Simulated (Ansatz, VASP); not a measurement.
# Two plane-wave programs on InP

The input INCAR:

```
  PREC = Accurate
  ENCUT = 500
  EDIFF = 1E-6
  ISMEAR = 0
  SIGMA = 0.01
  LREAL = F
  LASPH = T
  NELM = 200
  ALGO = Normal
  ISIF = 2
  LWAVE = F
  LCHARG = F
  LDAU = T
  LDAUTYPE = 1
  LDAUL = 2 -1
  LDAUU = 6.4 0
  LDAUJ = 0.62 0
  LDAUPRINT = 1
  GGA = PE
  NBANDS = 16
  GGA_COMPAT = F
```

Contents of KPOINTS:

```
Automatic mesh
0
Gamma
  4 4 4
```

File POSCAR:

```
InP
1.0
    0.0000000000      2.9519763857      2.9519763857
    2.9519763857      0.0000000000      2.9519763857
    2.9519763857      2.9519763857      0.0000000000
In P
1 1
Direct
    0.0000000000      0.0000000000      0.0000000000
    0.2500000000      0.2500000000      0.2500000000
```

Input for Ansatz:

```yaml
crystal:
  lattice:
    - [0.0, 2.9519763857, 2.9519763857]
    - [2.9519763857, 0.0, 2.9519763857]
    - [2.9519763857, 2.9519763857, 0.0]
  atoms:
    - { symbol: In, position: [0.0, 0.0, 0.0] }
    - { symbol: P, position: [0.25, 0.25, 0.25] }
basis:
  ecutwfc: 420
kpoints:
  mp_grid: { grid: [4, 4, 4] }
hamiltonian:
  xc: pbe
  hubbard: { sites: [{ species: In, l: d, u: 6.4, j: 0.62 }] }
  dispersion: none
scf:
  occupations: { method: fixed }
output:
  forces: true
  stress: true
  eigenvalues: true
```

Alike in both runs: task single point; functional PBE; k mesh 4 × 4 × 4; no spin polarisation; Hubbard terms In d U = 6.4 eV, J = 0.62 eV.

```csv
,VASP,Ansatz
version,VASP 6.6.1,Ansatz 0.2.0
potentials or method,"VASP PAW PBE potentials, release 64 (In_d, P), cutoff 500 eV","scalar-relativistic, plane waves, PAW"
occupations,"gaussian, width 0.01 eV",fixed
valence electrons in the cell,18,18
```

|  | VASP | Ansatz | Ansatz less VASP |
| --- | --- | --- | --- |
| gap on the k mesh at the Fermi level (eV) | 0.81 | 0.63 | -0.179 |
| least direct gap on the mesh (eV) | 0.81 | 0.63 | -0.179 |
| pressure (GPa) | -0.1 | 2.4 | +2.53 |

The programs project onto different local orbitals, so the same U acts differently, and such runs can settle in different states.

The k mesh is coarse, so the values compare programs but aren't converged.

A gap of «none» marks a metal or a gap under the smearing width.
